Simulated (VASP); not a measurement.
# Zn4Se3S (P-43m) in VASP: further runs

Runs on Zn4Se3S. Level: PBE. Tasks: single point.

Everything below comes from runs of VASP 6.6.1. Logs are shortened: lines on timing, memory, paths and dates and some standing lists are left out, and cuts for length are marked.

## 1. The cell of the first run

Symmetry: P-43m, No. 215, cubic system. Conventional cell: a = 5.659 Å, b = 5.659 Å, c = 5.659 Å, α = 90.00°, β = 90.00°, γ = 90.00°. Within 3.2 Å of Zn (site symmetry 3m) lie 1 S at 2.39 Å and 3 Se at 2.47 Å. Se (site symmetry -42m) has 4 Zn at 2.47 Å within 3.3 Å. Within 3.2 Å of S (site symmetry -43m) lie 4 Zn at 2.39 Å.

## 2. Single point, PBE

Contents of INCAR:

```
PREC = Accurate
ENCUT = 520
EDIFF = 1E-6
ISMEAR = 0
SIGMA = 0.1
LREAL = False
LASPH = True
NELM = 100
ALGO = Normal
ISIF = 2
LWAVE = False
LCHARG = False
GGA = PE
NBANDS = 46
```

Contents of KPOINTS:

```
Automatic mesh
0
Gamma
  4 4 4
```

Contents of POSCAR:

```
Zn4Se3S
1.0
    5.6590480000      0.0000000000      0.0000000000
    0.0000000000      5.6590480000      0.0000000000
    0.0000000000      0.0000000000      5.6590480000
Zn Se S
4 3 1
Direct
    0.7565560000      0.7565560000      0.7565560000
    0.7565560000      0.2434440000      0.2434440000
    0.2434440000      0.7565560000      0.2434440000
    0.2434440000      0.2434440000      0.7565560000
    0.5000000000      0.5000000000      0.0000000000
    0.5000000000      0.0000000000      0.5000000000
    0.0000000000      0.5000000000      0.5000000000
    0.0000000000      0.0000000000      0.0000000000
```

Potentials or basis: VASP PAW PBE potentials, release 64 (Zn, Se, S).

Run with:

```bash
cat potpaw_PBE.64/Zn/POTCAR potpaw_PBE.64/Se/POTCAR potpaw_PBE.64/S/POTCAR > POTCAR
mpirun -np 1 vasp_std > vasp.out
```

OUTCAR:

```text
PREC = Accurate
   ENCUT = 520
   EDIFF = 1E-6
   ISMEAR = 0
   LREAL = False
   LASPH = True
   NELM = 100
   ISIF = 2
   GGA = PE

 ion  position               nearest neighbor table
   1  0.757  0.757  0.757-   8 2.39   5 2.47   7 2.47   6 2.47
   2  0.757  0.243  0.243-   8 2.39   5 2.47   7 2.47   6 2.47
   3  0.243  0.757  0.243-   8 2.39   5 2.47   7 2.47   6 2.47
   4  0.243  0.243  0.757-   8 2.39   5 2.47   7 2.47   6 2.47
   5  0.500  0.500  0.000-   1 2.47   2 2.47   3 2.47   4 2.47
   6  0.500  0.000  0.500-   1 2.47   2 2.47   3 2.47   4 2.47
   7  0.000  0.500  0.500-   1 2.47   2 2.47   3 2.47   4 2.47
   8  0.000  0.000  0.000-   1 2.39   2 2.39   3 2.39   4 2.39

  LATTYP: Found a simple cubic cell.
 ALAT       =     5.6590480000

  Lattice vectors:

 A1 = (   5.6590480000,   0.0000000000,   0.0000000000)
 A2 = (   0.0000000000,   5.6590480000,   0.0000000000)
 A3 = (   0.0000000000,   0.0000000000,   5.6590480000)

Analysis of symmetry for initial positions (statically):
=====================================================================
 Subroutine PRICEL returns:
 Original cell was already a primitive cell.

 Routine SETGRP: Setting up the symmetry group for a
 simple cubic supercell.

 Subroutine GETGRP returns: Found 24 space group operations
 (whereof 24 operations were pure point group operations)
 out of a pool of 48 trial point group operations.

The static configuration has the point symmetry T_d .

Analysis of symmetry for dynamics (positions and initial velocities):
=====================================================================
 Subroutine PRICEL returns:
 Original cell was already a primitive cell.

 Routine SETGRP: Setting up the symmetry group for a
 simple cubic supercell.

 Subroutine GETGRP returns: Found 24 space group operations
 (whereof 24 operations were pure point group operations)
 out of a pool of 48 trial point group operations.

The dynamic configuration has the point symmetry T_d .

 Subroutine INISYM returns: Found 24 space group operations
 (whereof 24 operations are pure point group operations),
 and found     1 'primitive' translations

----------------------------------------------------------------------------------------

                                     Primitive cell

  volume of cell :     181.2300

  direct lattice vectors                    reciprocal lattice vectors
     5.659048000  0.000000000  0.000000000     0.176708167  0.000000000  0.000000000
     0.000000000  5.659048000  0.000000000     0.000000000  0.176708167  0.000000000
     0.000000000  0.000000000  5.659048000     0.000000000  0.000000000  0.176708167

  length of vectors
     5.659048000  5.659048000  5.659048000     0.176708167  0.176708167  0.176708167

  position of ions in fractional coordinates (direct lattice)
     0.756556000  0.756556000  0.756556000
     0.756556000  0.243444000  0.243444000
     0.243444000  0.756556000  0.243444000
     0.243444000  0.243444000  0.756556000
     0.500000000  0.500000000  0.000000000
     0.500000000  0.000000000  0.500000000
     0.000000000  0.500000000  0.500000000
     0.000000000  0.000000000  0.000000000

  ion indices of the primitive-cell ions
   primitive index   ion index
                 1           1
                 2           2
                 3           3
                 4           4
                 5           5
                 6           6
                 7           7
                 8           8

----------------------------------------------------------------------------------------

 KPOINTS: Automatic mesh

Automatic generation of k-mesh.
 Grid dimensions read from file:
 generate k-points for:    4    4    4

 Generating k-lattice:

  Cartesian coordinates                     Fractional coordinates (reciprocal lattice)
     0.044177042  0.000000000  0.000000000     0.250000000  0.000000000  0.000000000
     0.000000000  0.044177042  0.000000000     0.000000000  0.250000000  0.000000000
     0.000000000  0.000000000  0.044177042     0.000000000  0.000000000  0.250000000

  Length of vectors
     0.044177042  0.044177042  0.044177042

  Shift w.r.t. Gamma in fractional coordinates (k-lattice)
     0.000000000  0.000000000  0.000000000

 Subroutine IBZKPT returns following result:
 ===========================================

 Found     10 irreducible k-points:

 Following reciprocal coordinates:
            Coordinates               Weight
  0.000000  0.000000  0.000000      1.000000
  0.250000  0.000000  0.000000      6.000000
  0.500000  0.000000  0.000000      3.000000
  0.250000  0.250000  0.000000     12.000000
  0.500000  0.250000  0.000000     12.000000
  0.500000  0.500000  0.000000      3.000000
  0.250000  0.250000  0.250000      8.000000
  0.500000  0.250000  0.250000     12.000000
  0.500000  0.500000  0.250000      6.000000
  0.500000  0.500000  0.500000      1.000000
   k-points           NKPTS =     10   k-points in BZ     NKDIM =     10   number of bands    NBANDS=     46
   number of dos      NEDOS =    301   number of ions     NIONS =      8
   total plane-waves  NPLWV =  74088
   dimension x,y,z NGX =    42 NGY =   42 NGZ =   42
   dimension x,y,z NGXF=    84 NGYF=   84 NGZF=   84
   ions per type =               4   3   1
   NGX,Y,Z   is equivalent  to a cutoff of  12.34, 12.34, 12.34 a.u.
   NGXF,Y,Z  is equivalent  to a cutoff of  24.68, 24.68, 24.68 a.u.
 SYSTEM =  unknown system
   PREC   = accura    normal or accurate (medium, high low for compatibility)
   ISTART =      0    job   : 0-new  1-cont  2-samecut
   ICHARG =      2    charge: 1-file 2-atom 10-const
   ISPIN  =      1    spin polarized calculation?
   LNONCOLLINEAR =      F non collinear calculations
   LSORBIT =      F    spin-orbit coupling
   LASPH  =      T    aspherical Exc in radial PAW
   ENCUT  =  520.0 eV  38.22 Ry    6.18 a.u.  10.52 10.52 10.52*2*pi/ulx,y,z
   NELM   =    100;   NELMIN=  2; NELMDL= -5     # of ELM steps
   EDIFF  = 0.1E-05   stopping-criterion for ELM
   LREAL  =      F    real-space projection
   EDIFFG = 0.1E-04   stopping-criterion for IOM
   NSW    =      0    number of steps for IOM
   IBRION =     -1    ionic relax: 0-MD 1-quasi-New 2-CG
   NFREE  =      0    steps in history (QN), initial steepest desc. (CG)
   ISIF   =      2    stress and relaxation
   ISYM   =      2    0-nonsym 1-usesym 2-fastsym
   POTIM  = 0.5000    time-step for ionic-motion
   TEBEG  =    0.0;   TEEND  =   0.0 temperature during run
   PSTRESS=    0.0 pullay stress
   NELECT =      72.0000    total number of electrons
   NUPDOWN=      -1.0000    fix difference up-down
   EMIN   =  10.00;   EMAX   =-10.00  energy-range for DOS
   EFERMI =   0.00;   METHOD = LEGACY
   ISMEAR =     0;   SIGMA  =   0.10  broadening in eV -4-tet -1-fermi 0-gaus
   EFERMI_NEDOS =   21; number of points for ismear=-14 and -15
   IALGO  =     38    algorithm
   IMIX   =      4    mixing-type and parameters
     AMIX     =   0.40;   BMIX     =  1.00
     AMIX_MAG =   1.60;   BMIX_MAG =  1.00
  volume/ion in A,a.u.               =      22.65       152.88
  Fermi-wavevector in a.u.,A,eV,Ry     =   1.203489  2.274265 19.706499  1.448387
  Thomas-Fermi vector in A             =   2.339241
   LORBIT       =      0    0 simple, 1 ext, 2 COOP (PROOUT), +10 PAW based schemes
   GGA     = PE    functional components
   LHFCALC =     F    Hartree Fock is set to
   AEXX    =    0.0000 exact exchange contribution
   IVDW    =     0    specifies the selected vdW correction
   LEPSILON=     F    determine dielectric tensor
   LRPA    =     F    only Hartree local field effects (RPA)
 non-spin polarized calculation
 Gauss-broadening in eV      SIGMA  =   0.10
  energy-cutoff  :      520.00
  volume of cell :      181.23
 maximum number of plane-waves:      4945
   NGX = 21   NGY = 21   NGZ = 21

 number of electron      71.9999901 magnetization

 Free energy of the ion-electron system (eV)
  ---------------------------------------------------
  ext. energy  EPLUGINS =         0.00000000
  ---------------------------------------------------
  free energy    TOTEN  =       -24.88865216 eV

  energy without entropy =      -24.88865216  energy(sigma->0) =      -24.88865216

 E-fermi :   1.9305     XC(G=0):  -9.2592

 val. band max:        1.4877909311   @ k =   0.0000   0.0000   0.0000
 cond. band min:       2.8054863286   @ k =   0.0000   0.0000   0.0000
 fundamental gap:      1.3176953975
 Fermi energy:         1.9305404747

 k-point     1 :       0.0000    0.0000    0.0000
  band No.  band energies     occupation
      1     -11.5660      2.00000
      2     -10.5701      2.00000
      3     -10.5165      2.00000
      4     -10.5165      2.00000
      5      -4.9349      2.00000
      6      -4.9349      2.00000
[... 38 lines left out ...]
     45       7.4360      0.00000
     46       7.4360      0.00000

 k-point     2 :       0.2500    0.0000    0.0000
  band No.  band energies     occupation
      1     -11.4344      2.00000
      2     -10.7117      2.00000
      3     -10.5469      2.00000
      4     -10.5140      2.00000
      5      -4.9426      2.00000
      6      -4.9023      2.00000
[... 38 lines left out ...]
     45       8.0659      0.00000
     46       8.0659      0.00000

 k-point     3 :       0.5000    0.0000    0.0000
  band No.  band energies     occupation
      1     -11.1001      2.00000
      2     -11.0857      2.00000
      3     -10.5469      2.00000
      4     -10.5115      2.00000
      5      -4.9500      2.00000
      6      -4.9190      2.00000
[... 332 lines left out ...]
     45       8.1736      0.00000
     46       8.4113      0.00000

 k-point    10 :       0.5000    0.5000    0.5000
  band No.  band energies     occupation
      1     -10.8315      2.00000
      2     -10.7828      2.00000
      3     -10.7828      2.00000
      4     -10.7828      2.00000
      5      -4.8629      2.00000
      6      -4.8629      2.00000
[... 38 lines left out ...]
     45       8.0362      0.00000
     46       8.0795      0.00000

------------------------ aborting loop because EDIFF is reached ----------------------------------------

  FORCE on cell =-STRESS in cart. coord.  units (eV):
  Direction    XX          YY          ZZ          XY          YZ          ZX
  --------------------------------------------------------------------------------------
  -------------------------------------------------------------------------------------
  Total        0.2594058      0.2594058      0.2594058      0.0000000      0.0000000      0.0000000
  in kB        2.2932959      2.2932959      2.2932959      0.0000000      0.0000000      0.0000000
  external PRESSURE =       2.2932959 kB  Pullay stress =       0.0000000 kB

 VOLUME and BASIS-vectors are now :
 -----------------------------------------------------------------------------
  energy-cutoff  :      520.00
  volume of cell :      181.23
      direct lattice vectors                 reciprocal lattice vectors
     5.659048000  0.000000000  0.000000000     0.176708167  0.000000000  0.000000000
     0.000000000  5.659048000  0.000000000     0.000000000  0.176708167  0.000000000
     0.000000000  0.000000000  5.659048000     0.000000000  0.000000000  0.176708167

 POSITION                                       TOTAL-FORCE (eV/Angst)
 -----------------------------------------------------------------------------------
      4.28139      4.28139      4.28139         0.005055      0.005055      0.005055
      4.28139      1.37766      1.37766         0.005055     -0.005055     -0.005055
      1.37766      4.28139      1.37766        -0.005055      0.005055     -0.005055
      1.37766      1.37766      4.28139        -0.005055     -0.005055      0.005055
      2.82952      2.82952      0.00000         0.000000      0.000000      0.000000
      2.82952      0.00000      2.82952         0.000000      0.000000      0.000000
      0.00000      2.82952      2.82952         0.000000      0.000000      0.000000
      0.00000      0.00000      0.00000         0.000000      0.000000      0.000000
 -----------------------------------------------------------------------------------
    total drift:                               -0.000000     -0.000000      0.000000

  FREE ENERGIE OF THE ION-ELECTRON SYSTEM (eV)
  ---------------------------------------------------
  free  energy   TOTEN  =       -24.8886521624 eV

  energy  without entropy=      -24.8886521624  energy(sigma->0) =      -24.88865216
```

Wall time 69 s (1 thread of Intel Xeon Platinum 8488C (Sapphire Rapids), shared host); peak memory 0.28 GiB.

What came out:

```yaml
Free_energy: -24.8887 eV
Pressure: 0.2 GPa
Largest_force: 0.009 eV/Å
Band_gap_on_the_k_mesh: 1.32 eV
```

Forces on the atoms (eV/Å):
```
Zn   0.005  0.005  0.005
Zn   0.005 -0.005 -0.005
Zn  -0.005  0.005 -0.005
Zn  -0.005 -0.005  0.005
Se   0.000  0.000  0.000
Se   0.000  0.000  0.000
Se   0.000  0.000  0.000
S    0.000  0.000  0.000
```

Levels at points of the mesh, in eV from the valence-band top:
```csv
k point,band 33,band 34,band 35,band 36,band 37,band 38,band 39,band 40
"(0.00, 0.00, 0.00)",-2.01,0.00,0.00,0.00,1.32,3.02,3.02,3.37
"(0.50, 0.00, 0.00)",-1.36,-1.36,-1.03,-1.03,3.82,4.00,4.14,4.16
"(0.50, 0.50, 0.00)",-1.06,-1.06,-0.77,-0.64,4.07,4.10,4.30,4.30
"(0.50, 0.50, 0.50)",-0.72,-0.72,-0.61,-0.61,2.47,2.70,2.70,2.70
```

## 3. Single point, PBE

Contents of INCAR:

```
SYSTEM = Zn4Se3S
ALGO = Normal ; EDIFF = 1E-6
ENCUT = 520 ; GGA = PE
ISIF = 2 ; ISMEAR = 0
LASPH = .TRUE. ; LCHARG = .TRUE.
LELF = .TRUE. ; LREAL = .FALSE.
LVHAR = .TRUE. ; LWAVE = .FALSE.
NBANDS = 46 ; NELM = 100
PREC = Accurate ; SIGMA = 0.1
```

Contents of KPOINTS:

```
k-points
0
G
  4 4 4
  0 0 0
```

POSCAR is that of step 2.

Potentials or basis: VASP PAW PBE potentials, release 64 (Zn, Se, S).

Run with:

```bash
cat potpaw_PBE.64/Zn/POTCAR potpaw_PBE.64/Se/POTCAR potpaw_PBE.64/S/POTCAR > POTCAR
mpirun -np 1 vasp_std > vasp.out
```

OUTCAR:

```text
SYSTEM = Zn4Se3S
   EDIFF = 1E-6
   ENCUT = 520
   GGA = PE
   ISIF = 2
   ISMEAR = 0
   LASPH = .TRUE.
   LREAL = .FALSE.
   NELM = 100
   PREC = Accurate

 ion  position               nearest neighbor table
   1  0.757  0.757  0.757-   8 2.39   5 2.47   7 2.47   6 2.47
   2  0.757  0.243  0.243-   8 2.39   5 2.47   7 2.47   6 2.47
   3  0.243  0.757  0.243-   8 2.39   5 2.47   7 2.47   6 2.47
   4  0.243  0.243  0.757-   8 2.39   5 2.47   7 2.47   6 2.47
   5  0.500  0.500  0.000-   1 2.47   2 2.47   3 2.47   4 2.47
   6  0.500  0.000  0.500-   1 2.47   2 2.47   3 2.47   4 2.47
   7  0.000  0.500  0.500-   1 2.47   2 2.47   3 2.47   4 2.47
   8  0.000  0.000  0.000-   1 2.39   2 2.39   3 2.39   4 2.39

  LATTYP: Found a simple cubic cell.
 ALAT       =     5.6590480000

  Lattice vectors:

 A1 = (   5.6590480000,   0.0000000000,   0.0000000000)
 A2 = (   0.0000000000,   5.6590480000,   0.0000000000)
 A3 = (   0.0000000000,   0.0000000000,   5.6590480000)

Analysis of symmetry for initial positions (statically):
[... 175 lines left out ...]
 Fermi energy:         1.9305404747

 k-point     1 :       0.0000    0.0000    0.0000
  band No.  band energies     occupation
      1     -11.5660      2.00000
      2     -10.5701      2.00000
      3     -10.5165      2.00000
      4     -10.5165      2.00000
      5      -4.9349      2.00000
      6      -4.9349      2.00000
[... 479 lines left out ...]
     45       8.0362      0.00000
     46       8.0795      0.00000

------------------------ aborting loop because EDIFF is reached ----------------------------------------

  FORCE on cell =-STRESS in cart. coord.  units (eV):
  Direction    XX          YY          ZZ          XY          YZ          ZX
  --------------------------------------------------------------------------------------
  -------------------------------------------------------------------------------------
  Total        0.2594058      0.2594058      0.2594058      0.0000000      0.0000000      0.0000000
  in kB        2.2932959      2.2932959      2.2932959      0.0000000      0.0000000      0.0000000
  external PRESSURE =       2.2932959 kB  Pullay stress =       0.0000000 kB

 VOLUME and BASIS-vectors are now :
 -----------------------------------------------------------------------------
  energy-cutoff  :      520.00
  volume of cell :      181.23
      direct lattice vectors                 reciprocal lattice vectors
     5.659048000  0.000000000  0.000000000     0.176708167  0.000000000  0.000000000
     0.000000000  5.659048000  0.000000000     0.000000000  0.176708167  0.000000000
     0.000000000  0.000000000  5.659048000     0.000000000  0.000000000  0.176708167

 POSITION                                       TOTAL-FORCE (eV/Angst)
 -----------------------------------------------------------------------------------
      4.28139      4.28139      4.28139         0.005055      0.005055      0.005055
      4.28139      1.37766      1.37766         0.005055     -0.005055     -0.005055
      1.37766      4.28139      1.37766        -0.005055      0.005055     -0.005055
      1.37766      1.37766      4.28139        -0.005055     -0.005055      0.005055
      2.82952      2.82952      0.00000         0.000000      0.000000      0.000000
      2.82952      0.00000      2.82952         0.000000      0.000000      0.000000
      0.00000      2.82952      2.82952         0.000000      0.000000      0.000000
      0.00000      0.00000      0.00000         0.000000      0.000000      0.000000
 -----------------------------------------------------------------------------------
    total drift:                               -0.000000     -0.000000      0.000000

  FREE ENERGIE OF THE ION-ELECTRON SYSTEM (eV)
  ---------------------------------------------------
  free  energy   TOTEN  =       -24.8886521624 eV

  energy  without entropy=      -24.8886521624  energy(sigma->0) =      -24.88865216
```

stdout:

```text
POSCAR found type information on POSCAR ZnSeS
 POSCAR found :  3 types and       8 ions
 scaLAPACK will be used
 LDA part: xc-table for (Slater+PW92), standard interpolation
 POSCAR, INCAR and KPOINTS ok, starting setup
 FFT: planning ... GRIDC
 FFT: planning ... GRID_SOFT
 FFT: planning ... GRID
 WAVECAR not read
 entering main loop
```

Wall time 72 s (1 thread of Intel Xeon Platinum 8488C (Sapphire Rapids), shared host); peak memory 0.28 GiB.

What came out:

```yaml
Free_energy: -24.8887 eV
Pressure: 0.2 GPa
Largest_force: 0.009 eV/Å
Band_gap_on_the_k_mesh: 1.32 eV
```

Forces on the atoms (eV/Å):
```
Zn   0.005  0.005  0.005
Zn   0.005 -0.005 -0.005
Zn  -0.005  0.005 -0.005
Zn  -0.005 -0.005  0.005
Se   0.000  0.000  0.000
Se   0.000  0.000  0.000
Se   0.000  0.000  0.000
S    0.000  0.000  0.000
```
